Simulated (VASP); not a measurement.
# Ti (C2/c) in VASP: notebook

Ti is run at these levels: PBEsol; tasks: single point.

All numbers are computed with VASP 6.6.1; they aren't measurements. Logs are shortened: lines on timing, memory, paths and dates and some standing lists are left out, and cuts for length are marked.

**1. The cell of the first run**

The typed cell holds 2 atoms: a = 2.902 Å, b = 2.902 Å, c = 5.432 Å, α = 105.47°, β = 105.47°, γ = 120.01°.

**2. Single point, PBEsol**

File INCAR:

```
SYSTEM = Ti
PREC     = Accurate       ! precision mode
ENCUT    = 520            ! plane-wave cutoff, eV
EDIFF    = 1E-6           ! SCF threshold, eV
ISMEAR   = -1             ! smearing method
SIGMA    = 0.1            ! smearing width, eV
LREAL    = .False.        ! projectors in reciprocal space
LASPH    = .True.         ! aspherical terms in the spheres
NELM     = 60             ! most SCF steps
ALGO     = Normal         ! electronic algorithm
ISIF     = 2              ! what is computed and relaxed
LWAVE    = .False.        ! write WAVECAR
LCHARG   = .True.         ! write CHGCAR
GGA      = PS             ! functional
LELF     = .True.         ! ELF
LVHAR    = .True.       
NBANDS   = 19             ! bands
```

File KPOINTS:

```
Automatic mesh
0
Gamma
  16 16 8
  0 0 0
```

File POSCAR:

```
Ti
1.0
   -1.9521571985      1.6017061489      1.4291662765
    1.6017061489     -1.9521571985      1.4291662765
    3.5507212259      3.5507212259     -2.0710180156
Ti
2
Direct
    0.9584060301      0.0415939699      0.0000000000
    0.7915939699      0.2084060301      0.5000000000
```

Potentials or basis: VASP PAW PBE potentials, release 64 (Ti_sv).

Command:

```bash
$ cat potpaw_PBE.64/Ti_sv/POTCAR > POTCAR
$ mpirun -np 1 vasp_std > vasp.out
```

OUTCAR:

```text
SYSTEM = Ti
   PREC = Accurate
   ENCUT = 520
   EDIFF = 1E-6
   ISMEAR = -1
   LREAL = .False.
   LASPH = .True.
   NELM = 60
   ISIF = 2
   GGA = PS

 ion  position               nearest neighbor table
   1  0.958  0.042  0.000-   2 2.84   2 2.84   2 2.84   2 2.84   2 2.84   2 2.84
   2  0.792  0.208  0.500-   1 2.84   1 2.84   1 2.84   1 2.84   1 2.84   1 2.84

  Warning from LATTYP: Got some problem with cell dimensions!
  Tried to take original basis but could not verify dimensions!
  LATTYP: Found a base centered monoclinic cell.
 ALAT       =     2.9009820509
 B/A-ratio  =     1.7324897764
 C/A-ratio  =     1.5835448823
 COS(beta)  =    -0.0005500779

  Lattice vectors:

 A1 = (   1.9521571985,  -1.6017061489,  -1.4291662765)
 A2 = (  -1.6017061489,   1.9521571985,  -1.4291662765)
 A3 = (   3.2002701763,   3.2002701763,   0.7873145374)

Analysis of symmetry for initial positions (statically):
=====================================================================
 Subroutine PRICEL returns:
 Original cell was already a primitive cell.

 Routine SETGRP: Setting up the symmetry group for a
 base centered monoclinic supercell.

 Subroutine GETGRP returns: Found  4 space group operations
 (whereof  2 operations were pure point group operations)
 out of a pool of  4 trial point group operations.

The static configuration has the point symmetry C_2 .
 The point group associated with its full space group is C_2h.

Analysis of symmetry for dynamics (positions and initial velocities):
=====================================================================
 Subroutine PRICEL returns:
 Original cell was already a primitive cell.

 Routine SETGRP: Setting up the symmetry group for a
 base centered monoclinic supercell.

 Subroutine GETGRP returns: Found  4 space group operations
 (whereof  2 operations were pure point group operations)
 out of a pool of  4 trial point group operations.

The dynamic configuration has the point symmetry C_2 .
 The point group associated with its full space group is C_2h.

 Subroutine INISYM returns: Found  4 space group operations
 (whereof  2 operations are pure point group operations),
 and found     1 'primitive' translations

----------------------------------------------------------------------------------------

                                     Primitive cell

  volume of cell :      33.4893

  direct lattice vectors                    reciprocal lattice vectors
    -1.952157198  1.601706149  1.429166276    -0.030804412  0.250579508  0.376800247
     1.601706149 -1.952157198  1.429166276     0.250579508 -0.030804412  0.376800247
     3.550721226  3.550721226 -2.071018016     0.151662204  0.151662204  0.037189639

  length of vectors
     2.901533484  2.901533484  5.431791424     0.453560832  0.453560832  0.217683067

  position of ions in fractional coordinates (direct lattice)
     0.958406030  0.041593970  1.000000000
     0.791593970  0.208406030  0.500000000

  ion indices of the primitive-cell ions
   primitive index   ion index
                 1           1
                 2           2

----------------------------------------------------------------------------------------

 KPOINTS: Automatic mesh

Automatic generation of k-mesh.
 Grid dimensions read from file:
 generate k-points for:   16   16    8

 Generating k-lattice:

  Cartesian coordinates                     Fractional coordinates (reciprocal lattice)
    -0.001925276  0.015661219  0.023550015     0.062500000  0.000000000  0.000000000
     0.015661219 -0.001925276  0.023550015     0.000000000  0.062500000  0.000000000
     0.018957775  0.018957775  0.004648705    -0.000000000 -0.000000000  0.125000000

  Length of vectors
     0.028347552  0.028347552  0.027210383

  Shift w.r.t. Gamma in fractional coordinates (k-lattice)
     0.000000000  0.000000000  0.000000000

 Subroutine IBZKPT returns following result:
 ===========================================

 Found    554 irreducible k-points:

 Following reciprocal coordinates:
            Coordinates               Weight
  0.000000  0.000000  0.000000      1.000000
  0.062500  0.000000 -0.000000      4.000000
  0.125000  0.000000 -0.000000      4.000000
  0.187500  0.000000  0.000000      4.000000
  0.250000  0.000000 -0.000000      4.000000
  0.312500  0.000000 -0.000000      4.000000
[... 16 lines left out ...]
 -0.125000  0.062500  0.000000      4.000000
 -0.062500  0.062500  0.000000      2.000000
 [... further k-points ...]
   k-points           NKPTS =    554   k-points in BZ     NKDIM =    554   number of bands    NBANDS=     19
   number of dos      NEDOS =    301   number of ions     NIONS =      2
   total plane-waves  NPLWV =  23040
   dimension x,y,z NGX =    24 NGY =   24 NGZ =   40
   dimension x,y,z NGXF=    48 NGYF=   48 NGZF=   80
   ions per type =               2
   NGX,Y,Z   is equivalent  to a cutoff of  13.75, 13.75, 12.24 a.u.
   NGXF,Y,Z  is equivalent  to a cutoff of  27.50, 27.50, 24.48 a.u.
 SYSTEM =  Ti
   PREC   = accura    normal or accurate (medium, high low for compatibility)
   ISTART =      0    job   : 0-new  1-cont  2-samecut
   ICHARG =      2    charge: 1-file 2-atom 10-const
   ISPIN  =      1    spin polarized calculation?
   LNONCOLLINEAR =      F non collinear calculations
   LSORBIT =      F    spin-orbit coupling
   LASPH  =      T    aspherical Exc in radial PAW
   ENCUT  =  520.0 eV  38.22 Ry    6.18 a.u.   5.39  5.39 10.10*2*pi/ulx,y,z
   NELM   =     60;   NELMIN=  2; NELMDL= -5     # of ELM steps
   EDIFF  = 0.1E-05   stopping-criterion for ELM
   LREAL  =      F    real-space projection
   EDIFFG = 0.1E-04   stopping-criterion for IOM
   NSW    =      0    number of steps for IOM
   IBRION =     -1    ionic relax: 0-MD 1-quasi-New 2-CG
   NFREE  =      0    steps in history (QN), initial steepest desc. (CG)
   ISIF   =      2    stress and relaxation
   ISYM   =      2    0-nonsym 1-usesym 2-fastsym
   POTIM  = 0.5000    time-step for ionic-motion
   TEBEG  =    0.0;   TEEND  =   0.0 temperature during run
   PSTRESS=    0.0 pullay stress
   NELECT =      24.0000    total number of electrons
   NUPDOWN=      -1.0000    fix difference up-down
   EMIN   =  10.00;   EMAX   =-10.00  energy-range for DOS
   EFERMI =   0.00;   METHOD = LEGACY
   ISMEAR =    -1;   SIGMA  =   0.10  broadening in eV -4-tet -1-fermi 0-gaus
   EFERMI_NEDOS =   21; number of points for ismear=-14 and -15
   IALGO  =     38    algorithm
   IMIX   =      4    mixing-type and parameters
     AMIX     =   0.40;   BMIX     =  1.00
     AMIX_MAG =   1.60;   BMIX_MAG =  1.00
  volume/ion in A,a.u.               =      16.74       113.00
  Fermi-wavevector in a.u.,A,eV,Ry     =   1.465019  2.768484 29.201914  2.146280
  Thomas-Fermi vector in A             =   2.580926
   LORBIT       =      0    0 simple, 1 ext, 2 COOP (PROOUT), +10 PAW based schemes
   GGA     = PS    functional components
   LHFCALC =     F    Hartree Fock is set to
   AEXX    =    0.0000 exact exchange contribution
   IVDW    =     0    specifies the selected vdW correction
   LEPSILON=     F    determine dielectric tensor
   LRPA    =     F    only Hartree local field effects (RPA)
 non-spin polarized calculation
  energy-cutoff  :      520.00
  volume of cell :       33.49
 maximum number of plane-waves:       929
 NGX is ok and might be reduce to    24
   NGX = 11   NGY = 11   NGZ = 21

 number of electron      24.0000002 magnetization

 Free energy of the ion-electron system (eV)
  ---------------------------------------------------
  ext. energy  EPLUGINS =         0.00000000
  ---------------------------------------------------
  free energy    TOTEN  =       -16.71399289 eV

  energy without entropy =      -16.63965895  energy(sigma->0) =      -16.67682592

 E-fermi :   8.5772     XC(G=0): -11.8107

 val. band max:        8.5643331236   @ k =  -0.0625  -0.1250   0.1250
 cond. band min:       8.5819467722   @ k =  -0.1875   0.0625   0.2500
 fundamental gap:      0.0176136486
 Fermi energy:         8.5772088156

 k-point     1 :       0.0000    0.0000    0.0000
  band No.  band energies     occupation
      1     -47.9614      2.00000
      2     -47.7993      2.00000
      3     -24.6931      2.00000
      4     -23.9725      2.00000
      5     -23.9721      2.00000
      6     -23.8835      2.00000
[... 11 lines left out ...]
     18      10.2891      0.00000
     19      11.9078      0.00000

 k-point     2 :       0.0625    0.0000   -0.0000
  band No.  band energies     occupation
      1     -47.9553      2.00000
      2     -47.7990      2.00000
      3     -24.6761      2.00000
      4     -23.9912      2.00000
      5     -23.9781      2.00000
      6     -23.9003      2.00000
[... 11 lines left out ...]
     18      10.2709      0.00000
     19      11.9470      0.00000

 k-point     3 :       0.1250    0.0000   -0.0000
  band No.  band energies     occupation
      1     -47.9380      2.00000
      2     -47.7983      2.00000
      3     -24.6291      2.00000
      4     -24.0443      2.00000
      5     -23.9932      2.00000
      6     -23.9728      2.00000
[... 11 lines left out ...]
     18      10.3863      0.00000
     19      12.0222      0.00000

 k-point     4 :       0.1875    0.0000    0.0000
  band No.  band energies     occupation
      1     -47.9120      2.00000
      2     -47.7971      2.00000
      3     -24.5653      2.00000
      4     -24.1220      2.00000
      5     -24.0810      2.00000
      6     -24.0134      2.00000
[... 11 lines left out ...]
     18      10.6748      0.00000
     19      12.0674      0.00000

 k-point     5 :       0.2500    0.0000   -0.0000
  band No.  band energies     occupation
      1     -47.8812      2.00000
      2     -47.7956      2.00000
      3     -24.5121      2.00000
      4     -24.2332      2.00000
      5     -24.1635      2.00000
      6     -24.0336      2.00000
[... 11 lines left out ...]
     18      11.0477      0.00000
     19      12.0491      0.00000
[... 334 lines left out ...]
      2     -47.7916      2.00000
      3     -24.5427      2.00000
      4     -24.1735      2.00000
      5     -24.1359      2.00000
      6     -24.0333      2.00000
[... 11 lines left out ...]
     18      10.8929      0.00000
     19      12.0891      0.00000

 k-point    22 :      -0.1875    0.0625    0.0000
  band No.  band energies     occupation
      1     -47.9259      2.00000
      2     -47.7935      2.00000
      3     -24.6047      2.00000
      4     -24.0892      2.00000
      5     -24.0433      2.00000
      6     -23.9936      2.00000
[... 11 lines left out ...]
     18      10.5090      0.00000
     19      12.0625      0.00000

 k-point    23 :      -0.1250    0.0625    0.0000
  band No.  band energies     occupation
      1     -47.9465      2.00000
      2     -47.7956      2.00000
      3     -24.6573      2.00000
      4     -24.0275      2.00000
      5     -23.9955      2.00000
      6     -23.9273      2.00000
[... 11 lines left out ...]
     18      10.2352      0.00000
     19      11.9986      0.00000

 k-point    24 :      -0.0625    0.0625    0.0000
  band No.  band energies     occupation
      1     -47.9568      2.00000
      2     -47.7975      2.00000
      3     -24.6833      2.00000
      4     -23.9927      2.00000
      5     -23.9789      2.00000
      6     -23.8876      2.00000
[... 11 lines left out ...]
     18      10.2232      0.00000
     19      11.9439      0.00000

 [... further k-points ...]
[... 5 lines left out ...]
  --------------------------------------------------------------------------------------
  -------------------------------------------------------------------------------------
  Total       -0.0523852     -0.0523852     -0.0506468     -0.0017381     -0.0036838     -0.0036838
  in kB       -2.5061849     -2.5061849     -2.4230179     -0.0831553     -0.1762381     -0.1762371
  external PRESSURE =      -2.4784625 kB  Pullay stress =       0.0000000 kB

 VOLUME and BASIS-vectors are now :
 -----------------------------------------------------------------------------
  energy-cutoff  :      520.00
  volume of cell :       33.49
      direct lattice vectors                 reciprocal lattice vectors
    -1.952157198  1.601706149  1.429166276    -0.030804412  0.250579508  0.376800247
     1.601706149 -1.952157198  1.429166276     0.250579508 -0.030804412  0.376800247
     3.550721226  3.550721226 -2.071018016     0.151662204  0.151662204  0.037189639

 POSITION                                       TOTAL-FORCE (eV/Angst)
 -----------------------------------------------------------------------------------
     -1.80434      1.45389      1.42917         0.000549     -0.000549      0.000000
      0.56385      2.63642      0.39366        -0.000549      0.000549     -0.000000
 -----------------------------------------------------------------------------------
    total drift:                               -0.000000     -0.000000      0.000000

  FREE ENERGIE OF THE ION-ELECTRON SYSTEM (eV)
  ---------------------------------------------------
  free  energy   TOTEN  =       -16.7139928917 eV

  energy  without entropy=      -16.6396589516  energy(sigma->0) =      -16.67682592
```

Run time: 8.2 min. Hardware: 1 thread of Oxide Virtual Turin-like, shared host; peak memory 0.35 GiB.

Results:

- Free energy: -16.7140 eV
- Pressure: -0.2 GPa
- Band gap on the k mesh: zero (band 12 reaches 9.39 eV, above the bottom of band 13 at 8.29 eV)

Levels at points of the mesh, in eV from the Fermi level:
| k point | band 9 | band 10 | band 11 | band 12 | band 13 | band 14 | band 15 | band 16 |
| --- | --- | --- | --- | --- | --- | --- | --- | --- |
| (0.00, 0.00, 0.00) | -6.28 | -2.76 | 0.81 | 0.82 | 0.91 | 0.95 | 1.34 | 1.34 |
| (0.50, 0.00, 0.00) | -2.63 | -2.63 | -0.83 | -0.83 | 1.46 | 1.46 | 1.82 | 1.82 |
| (0.50, 0.50, 0.00) | -2.38 | -2.25 | -1.92 | -0.56 | 0.50 | 0.68 | 1.26 | 3.54 |
| (0.00, 0.00, 0.50) | -4.36 | -4.36 | 0.12 | 0.12 | 0.71 | 0.71 | 0.72 | 0.72 |
| (0.50, 0.00, 0.50) | -2.38 | -2.25 | -1.92 | -0.56 | 0.50 | 0.69 | 1.26 | 3.54 |
| (0.50, 0.50, 0.50) | -2.63 | -2.63 | -0.83 | -0.83 | 1.46 | 1.46 | 1.82 | 1.82 |

Caveat: the PAW data sets were made with another functional, which shifts forces and pressure a little.

(Part 1 of 3 ends here.)
